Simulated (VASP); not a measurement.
Crystal: ZrOF2.

```xyz
4
Lattice="2.9842 0.0000 0.0000 -1.4921 2.5844 0.0000 0.0000 0.0000 5.4540" Properties=species:S:1:pos:R:3 pbc="T T T"
Zr    0.0000    0.0000    0.0000
O     0.0000    0.0000    2.7270
F     0.0000    1.7230    1.2723
F     1.4921    0.8615    4.1818
```

The cell was generated, and may not be a known phase.

| Quantity | Value |
| --- | --- |
| Program | VASP 6.6.1 |
| Task | relaxation of cell and atoms |
| Functional | PBE |
| Potentials or basis | VASP PAW PBE potentials, release 64 (Zr_sv, O, F) |
| Cutoff | 600 eV |
| k mesh | 6 × 6 × 4 |
| Occupations | gaussian, width 0.1 eV |
| Spin | no spin polarisation |

At the start: pressure 29.8 GPa; volume 10.52 Å³/atom.

Question: How do energy, volume and symmetry change on relaxing?

Answer: Over 26 steps the energy falls by 2301.6 meV/atom and the volume is 12.70 Å³/atom (+20.8 %); space group P-3m1 (No. 164, to 0.1 Å) before and after.

The path:
| step | energy change (eV) | largest force (eV/Å) | pressure (GPa) | volume (Å³) |
| --- | --- | --- | --- | --- |
| 1 | 0.0000 | 1.2772 | 29.78 | 42.06 |
| 2 | -1.6530 | 2.6075 | -10.42 | 54.88 |
| 3 | -1.6516 | 2.9931 | -20.05 | 61.88 |
| 4 | -1.7074 | 2.8076 | -15.23 | 58.03 |
| 5 | -3.6146 | 3.2155 | -24.33 | 60.72 |
| 6 | -5.9210 | 2.4398 | -35.89 | 63.15 |
| 7 | -7.6465 | 1.8730 | -29.80 | 58.36 |
| 8 | -8.0892 | 1.5287 | -20.97 | 55.54 |
| 9 | -8.0970 | 1.4606 | -18.56 | 54.98 |
| 10 | -8.5942 | 1.3607 | -10.08 | 52.10 |
| 11 | -8.8608 | 1.1539 | 1.43 | 48.88 |
| 12 | -8.8716 | 1.0781 | 4.87 | 48.06 |
| 13 | -8.9233 | 1.0103 | 2.53 | 48.52 |
| 14 | -8.9664 | 0.8759 | -1.38 | 49.40 |
| 15 | -9.0169 | 0.7609 | -1.19 | 49.52 |
| 16 | -9.1227 | 0.4729 | -0.68 | 49.89 |
| 17 | -9.1703 | 0.1433 | -0.02 | 50.62 |
| 18 | -9.1751 | 0.1890 | -0.11 | 50.47 |
| 19 | -9.2034 | 0.0486 | -0.48 | 50.69 |
| 20 | -9.2035 | 0.0506 | -0.48 | 50.69 |
| 21 | -9.2048 | 0.0285 | 0.50 | 50.51 |
| 22 | -9.2048 | 0.0234 | 0.74 | 50.47 |
| 23 | -9.2059 | 0.0245 | 0.26 | 50.64 |
| 24 | -9.2059 | 0.0245 | 0.19 | 50.66 |
| 25 | -9.2063 | 0.0208 | -0.51 | 50.84 |
| 26 | -9.2063 | 0.0216 | -0.37 | 50.80 |

Final structure:
```yaml
crystal:
  lattice:
    - [3.84053, 0.00000, 0.00000]
    - [-1.92027, 3.32600, 0.00000]
    - [0.00000, 0.00000, 3.97719]
  atoms:
    - { symbol: Zr, position: [0.00000, 0.00000, 0.00000] }
    - { symbol: O, position: [0.00000, 0.00000, 0.50000] }
    - { symbol: F, position: [0.33333, 0.66667, 0.05184] }
    - { symbol: F, position: [0.66667, 0.33333, 0.94816] }
```

Caveat: the volume moved by over 15 % at a fixed basis, so the end points are rough.
